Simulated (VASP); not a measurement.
# Sc3Al (P4mm) in VASP: single point with PBEsol

Aim: the single point of Sc3Al with PBEsol.

All numbers are computed with VASP 6.6.1; they aren't measurements. Logs are shortened: lines on timing, memory, paths and dates and some standing lists are left out, and cuts for length are marked.

## 1. The cell of the first run

It takes space group P4mm (No. 99, tetragonal). The conventional cell has a = 4.375 Å, b = 4.375 Å, c = 4.375 Å, α = 90.00°, β = 90.00°, γ = 90.00°. Sc (site symmetry 2mm) has 4 Al at 3.02 to 3.16 Å and 8 Sc at 3.09 Å within 4.0 Å. Sc (site symmetry 4mm) has 8 Sc at 3.09 Å and 4 Al at 3.10 Å within 4.1 Å. Al (site symmetry 4mm) has 12 Sc at 3.02 to 3.16 Å within 4.0 Å.

## 2. Single point, PBEsol (atom 4 (Al) moved +0.100 Å along Cartesian [0 0 1])

Input file INCAR:

```
SYSTEM = Sc3Al
ALGO = Fast ; EDIFF = 1E-6
ENCUT = 520 ; GGA = PS
ISIF = 2 ; ISMEAR = 0
LASPH = .True. ; LCHARG = .False.
LREAL = .False. ; LWAVE = .False.
NBANDS = 26 ; NELM = 80
PREC = Accurate ; SIGMA = 0.15
```

Input file KPOINTS:

```
k-points
0
Gamma
  12 12 12
  0 0 0
```

Input file POSCAR:

```
Sc3Al
1.0
    4.3747949981      0.0000000000      0.0000000000
    0.0000000000      4.3747949981      0.0000000000
    0.0000000000      0.0000000000      4.3747949981
Sc Al
3 1
Direct
    0.5000000000      0.0000000000      0.5000000000
    0.0000000000      0.5000000000      0.5000000000
    0.5000000000      0.5000000000      0.0000000000
    0.0000000000      0.0000000000      0.0228582139
```

Potentials or basis: VASP PAW PBE potentials, release 64 (Sc_sv, Al).

On the command line:

```console
$ cat potpaw_PBE.64/Sc_sv/POTCAR potpaw_PBE.64/Al/POTCAR > POTCAR
$ mpirun -np 1 vasp_std > vasp.out
```

OUTCAR:

```text
SYSTEM = Sc3Al
   EDIFF = 1E-6
   ENCUT = 520
   GGA = PS
   ISIF = 2
   ISMEAR = 0
   LASPH = .True.
   LREAL = .False.
   NELM = 80
   PREC = Accurate

 ion  position               nearest neighbor table
   1  0.500  0.000  0.500-   4 3.02   4 3.02   2 3.09   3 3.09   2 3.09   3 3.09   3 3.09   2 3.09
                             3 3.09   2 3.09   4 3.16   4 3.16
   2  0.000  0.500  0.500-   4 3.02   4 3.02   1 3.09   3 3.09   1 3.09   3 3.09   1 3.09   3 3.09
                             3 3.09   1 3.09   4 3.16   4 3.16
   3  0.500  0.500  0.000-   1 3.09   2 3.09   1 3.09   2 3.09   1 3.09   1 3.09   2 3.09   2 3.09
                             4 3.10   4 3.10   4 3.10   4 3.10
   4  0.000  0.000  0.023-   1 3.02   2 3.02   2 3.02   1 3.02   3 3.10   3 3.10   3 3.10   3 3.10
                             1 3.16   2 3.16   1 3.16   2 3.16

  LATTYP: Found a simple cubic cell.
 ALAT       =     4.3747949981

  Lattice vectors:

 A1 = (   4.3747949981,   0.0000000000,   0.0000000000)
 A2 = (   0.0000000000,   4.3747949981,   0.0000000000)
 A3 = (   0.0000000000,   0.0000000000,   4.3747949981)

Analysis of symmetry for initial positions (statically):
=====================================================================
 Subroutine PRICEL returns:
 Original cell was already a primitive cell.

 Routine SETGRP: Setting up the symmetry group for a
 simple cubic supercell.

 Subroutine GETGRP returns: Found  8 space group operations
 (whereof  8 operations were pure point group operations)
 out of a pool of 48 trial point group operations.

The static configuration has the point symmetry C_4v.

Analysis of symmetry for dynamics (positions and initial velocities):
=====================================================================
 Subroutine PRICEL returns:
 Original cell was already a primitive cell.

 Routine SETGRP: Setting up the symmetry group for a
 simple cubic supercell.

 Subroutine GETGRP returns: Found  8 space group operations
 (whereof  8 operations were pure point group operations)
 out of a pool of 48 trial point group operations.

The dynamic configuration has the point symmetry C_4v.

 Subroutine INISYM returns: Found  8 space group operations
 (whereof  8 operations are pure point group operations),
 and found     1 'primitive' translations

----------------------------------------------------------------------------------------

                                     Primitive cell

[... 95 lines left out ...]
   LREAL  =      F    real-space projection
   EDIFFG = 0.1E-04   stopping-criterion for IOM
   NSW    =      0    number of steps for IOM
   IBRION =     -1    ionic relax: 0-MD 1-quasi-New 2-CG
   NFREE  =      0    steps in history (QN), initial steepest desc. (CG)
   ISIF   =      2    stress and relaxation
   ISYM   =      2    0-nonsym 1-usesym 2-fastsym
   POTIM  = 0.5000    time-step for ionic-motion
   TEBEG  =    0.0;   TEEND  =   0.0 temperature during run
   PSTRESS=    0.0 pullay stress
   NELECT =      36.0000    total number of electrons
   NUPDOWN=      -1.0000    fix difference up-down
   EMIN   =  10.00;   EMAX   =-10.00  energy-range for DOS
   EFERMI =   0.00;   METHOD = LEGACY
   ISMEAR =     0;   SIGMA  =   0.15  broadening in eV -4-tet -1-fermi 0-gaus
   EFERMI_NEDOS =   21; number of points for ismear=-14 and -15
   IALGO  =     68    algorithm
   IMIX   =      4    mixing-type and parameters
     AMIX     =   0.40;   BMIX     =  1.00
     AMIX_MAG =   1.60;   BMIX_MAG =  1.00
  volume/ion in A,a.u.               =      20.93       141.26
  Fermi-wavevector in a.u.,A,eV,Ry     =   1.235619  2.334982 20.772758  1.526755
  Thomas-Fermi vector in A             =   2.370261
   LORBIT       =      0    0 simple, 1 ext, 2 COOP (PROOUT), +10 PAW based schemes
   GGA     = PS    functional components
   LHFCALC =     F    Hartree Fock is set to
   AEXX    =    0.0000 exact exchange contribution
   IVDW    =     0    specifies the selected vdW correction
   LEPSILON=     F    determine dielectric tensor
   LRPA    =     F    only Hartree local field effects (RPA)
 non-spin polarized calculation
 RMM-DIIS sequential band-by-band and
 Gauss-broadening in eV      SIGMA  =   0.15
  energy-cutoff  :      520.00
  volume of cell :       83.73
 maximum number of plane-waves:      2301
 NGX is ok and might be reduce to    36
   NGX = 17   NGY = 17   NGZ = 17

 number of electron      35.9999994 magnetization

 Free energy of the ion-electron system (eV)
  ---------------------------------------------------
  ext. energy  EPLUGINS =         0.00000000
  ---------------------------------------------------
  free energy    TOTEN  =       -24.94857636 eV

  energy without entropy =      -24.88714850  energy(sigma->0) =      -24.91786243

 E-fermi :   4.8467     XC(G=0): -10.3593

 val. band max:        4.8417428515   @ k =   0.1667   0.1667   0.2500
 cond. band min:       4.8479059347   @ k =   0.4167   0.1667   0.5000
 fundamental gap:      0.0061630832
 Fermi energy:         4.8467279482

 k-point     1 :       0.0000    0.0000    0.0000
  band No.  band energies     occupation
      1     -44.2636      2.00000
      2     -44.1476      2.00000
      3     -44.1433      2.00000
      4     -23.1883      2.00000
      5     -23.1866      2.00000
      6     -23.1866      2.00000
[... 685 lines left out ...]
     25       7.7127      0.00000
     26       7.9126      0.00000

 [... further k-points ...]

------------------------ aborting loop because EDIFF is reached ----------------------------------------

  FORCE on cell =-STRESS in cart. coord.  units (eV):
  Direction    XX          YY          ZZ          XY          YZ          ZX
  --------------------------------------------------------------------------------------
  -------------------------------------------------------------------------------------
  Total        0.1016399      0.1016399      0.1140237      0.0000000      0.0000000      0.0000000
  in kB        1.9449199      1.9449199      2.1818882      0.0000000      0.0000000      0.0000000
  external PRESSURE =       2.0239093 kB  Pullay stress =       0.0000000 kB

 VOLUME and BASIS-vectors are now :
 -----------------------------------------------------------------------------
  energy-cutoff  :      520.00
  volume of cell :       83.73
      direct lattice vectors                 reciprocal lattice vectors
     4.374794998  0.000000000  0.000000000     0.228582139  0.000000000  0.000000000
     0.000000000  4.374794998  0.000000000     0.000000000  0.228582139  0.000000000
     0.000000000  0.000000000  4.374794998     0.000000000  0.000000000  0.228582139

 POSITION                                       TOTAL-FORCE (eV/Angst)
 -----------------------------------------------------------------------------------
      2.18740      0.00000      2.18740         0.000000     -0.000000      0.148405
      0.00000      2.18740      2.18740         0.000000     -0.000000      0.148405
      2.18740      2.18740      0.00000         0.000000      0.000000      0.155792
      0.00000      0.00000      0.10000         0.000000     -0.000000     -0.452603
 -----------------------------------------------------------------------------------
    total drift:                                0.000000      0.000000      0.000150

  FREE ENERGIE OF THE ION-ELECTRON SYSTEM (eV)
  ---------------------------------------------------
  free  energy   TOTEN  =       -24.9485763631 eV

  energy  without entropy=      -24.8871485002  energy(sigma->0) =      -24.91786243
```

OSZICAR:

```text
N       E                     dE             d eps       ncg     rms          rms(c)
DAV:   1     0.634462467812E+03    0.63446E+03   -0.16099E+04 10280   0.141E+03
DAV:   2     0.108652032306E+02   -0.62360E+03   -0.61453E+03 13456   0.634E+02
DAV:   3    -0.266540267619E+02   -0.37519E+02   -0.36748E+02 16830   0.201E+02
DAV:   4    -0.278433878845E+02   -0.11894E+01   -0.11707E+01 17048   0.347E+01
DAV:   5    -0.278716904460E+02   -0.28303E-01   -0.28261E-01 17176   0.661E+00    0.114E+01
RMM:   6    -0.248691602671E+02    0.30025E+01   -0.63712E+00 11359   0.237E+01    0.332E+00
RMM:   7    -0.250202566439E+02   -0.15110E+00   -0.64954E+00 13563   0.133E+01    0.165E+00
RMM:   8    -0.249338618389E+02    0.86395E-01   -0.44657E-01 11715   0.652E+00    0.132E+00
RMM:   9    -0.249466690179E+02   -0.12807E-01   -0.26976E-01 15494   0.251E+00    0.477E-01
RMM:  10    -0.249475171708E+02   -0.84815E-03   -0.37237E-02 14128   0.124E+00    0.240E-01
RMM:  11    -0.249484215037E+02   -0.90433E-03   -0.10760E-02 16110   0.518E-01    0.776E-02
RMM:  12    -0.249485304432E+02   -0.10894E-03   -0.21740E-03 16505   0.243E-01    0.630E-02
RMM:  13    -0.249485526156E+02   -0.22172E-04   -0.71250E-04 16161   0.125E-01    0.535E-02
RMM:  14    -0.249485683584E+02   -0.15743E-04   -0.23543E-04 15504   0.766E-02    0.142E-02
RMM:  15    -0.249485723396E+02   -0.39813E-05   -0.81935E-05 14151   0.440E-02    0.109E-02
RMM:  16    -0.249485753819E+02   -0.30423E-05   -0.31325E-05 12696   0.328E-02    0.126E-02
RMM:  17    -0.249485763631E+02   -0.98124E-06   -0.98657E-06 11029   0.185E-02
   1 F= -.24948576E+02 E0= -.24917862E+02  d E =-.614279E-01
```

It took 12 min on 1 thread of Intel Xeon 8259CL, shared host; peak memory 0.47 GiB.

Results:

- Free energy: -24.9486 eV
- Pressure: 0.2 GPa
- Largest force: 0.453 eV/Å
- Band gap on the k mesh: zero (bands 18 and 19 overlap by 1.30 eV)

Forces on the atoms (eV/Å):
```
Sc   0.000  0.000  0.148
Sc   0.000  0.000  0.148
Sc   0.000  0.000  0.156
Al   0.000  0.000 -0.453
```

Levels at points of the mesh, in eV from the Fermi level:
| k point | band 14 | band 15 | band 16 | band 17 | band 18 | band 19 | band 20 | band 21 | band 22 | band 23 |
| --- | --- | --- | --- | --- | --- | --- | --- | --- | --- | --- |
| (0.00, 0.00, 0.00) | -2.58 | -1.08 | -1.06 | -0.45 | -0.45 | -0.44 | 0.72 | 0.72 | 0.74 | 2.45 |
| (0.50, 0.00, 0.00) | -4.06 | -1.36 | -0.81 | -0.80 | 0.09 | 0.18 | 0.91 | 0.91 | 1.62 | 1.63 |
| (0.00, 0.00, 0.50) | -4.06 | -1.37 | -0.81 | -0.81 | 0.09 | 0.18 | 0.91 | 0.91 | 1.62 | 1.63 |
| (0.50, 0.50, 0.00) | -2.81 | -2.81 | -1.47 | -0.95 | 0.23 | 0.49 | 0.49 | 1.15 | 1.15 | 1.85 |
| (0.00, 0.50, 0.50) | -2.81 | -2.80 | -1.47 | -0.96 | 0.23 | 0.48 | 0.49 | 1.15 | 1.15 | 1.84 |
| (0.50, 0.50, 0.50) | -1.53 | -1.53 | -1.50 | -1.09 | -1.07 | -1.07 | 0.53 | 1.46 | 1.46 | 1.46 |

Caveat: the cell differs from its parent crystal (atom 4 (Al) moved +0.100 Å along Cartesian [0 0 1]); the PAW data sets were made with another functional, which shifts forces and pressure a little.
